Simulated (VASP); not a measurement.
Input of a VASP 6.6.1 run:

Contents of INCAR:

```
SYSTEM = Zn
ALGO     = Normal         ! electronic algorithm
EDIFF    = 1E-7           ! SCF threshold, eV
EDIFFG   = -0.001         ! ionic threshold
ENCUT    = 500            ! plane-wave cutoff, eV
GGA      = PE             ! functional
GGA_COMPAT= .FALSE.      
IBRION   = 2              ! ionic algorithm
ISIF     = 3              ! what is computed and relaxed
ISMEAR   = -1             ! smearing method
LASPH    = .TRUE.         ! aspherical terms in the spheres
LCHARG   = .FALSE.        ! write CHGCAR
LREAL    = .FALSE.        ! projectors in reciprocal space
LWAVE    = .FALSE.        ! write WAVECAR
NELM     = 120            ! most SCF steps
NELMIN   = 4            
NSW      = 80             ! ionic steps
PREC     = Accurate       ! precision mode
SIGMA    = 0.15           ! smearing width, eV
```

The input KPOINTS:

```
k-points
0
G
  18 18 10
  0 0 0
```

POSCAR

```
Zn
1.0
    2.6350268501      0.0000000000      0.0000000000
   -1.3175134251      2.2820001918      0.0000000000
    0.0000000000      0.0000000000      5.0961452309
Zn
2
Direct
    0.3333333333      0.6666666667      0.2500000000
    0.6666666667      0.3333333333      0.7500000000
```

Potentials or basis: VASP PAW PBE potentials, release 64 (Zn).

Run with:

```bash
$ cat potpaw_PBE.64/Zn/POTCAR > POTCAR
$ mpirun -np 1 vasp_std > vasp.out
```

Estimate the relaxed volume.

15.39 Å³/atom.

What does it give for the relaxed cell?

a = 2.642 Å, b = 2.642 Å, c = 5.092 Å, α = 90.00°, β = 90.00°, γ = 120.00°.

Estimate the space group after relaxing (to 0.1 Å).

P6_3/mmc (No. 194).

Step by step:
| step | energy change (eV) | largest force (eV/Å) | pressure (GPa) | volume (Å³) |
| --- | --- | --- | --- | --- |
| 1 | 0.0000 | 0.0000 | 0.41 | 30.64 |
| 2 | -0.0002 | 0.0000 | -0.05 | 30.82 |
| 3 | -0.0002 | 0.0000 | -0.03 | 30.80 |
| 4 | -0.0002 | 0.0000 | -0.03 | 30.80 |
| 5 | -0.0002 | 0.0000 | -0.02 | 30.80 |
| 6 | -0.0003 | 0.0000 | 0.05 | 30.79 |
| 7 | -0.0003 | 0.0000 | 0.02 | 30.79 |
| 8 | -0.0003 | 0.0000 | 0.04 | 30.78 |
| 9 | -0.0003 | 0.0000 | 0.07 | 30.77 |
| 10 | -0.0003 | 0.0000 | -0.03 | 30.78 |
| 11 | -0.0003 | 0.0000 | 0.03 | 30.78 |
| 12 | -0.0003 | 0.0000 | -0.04 | 30.79 |
| 13 | -0.0003 | 0.0000 | 0.00 | 30.78 |
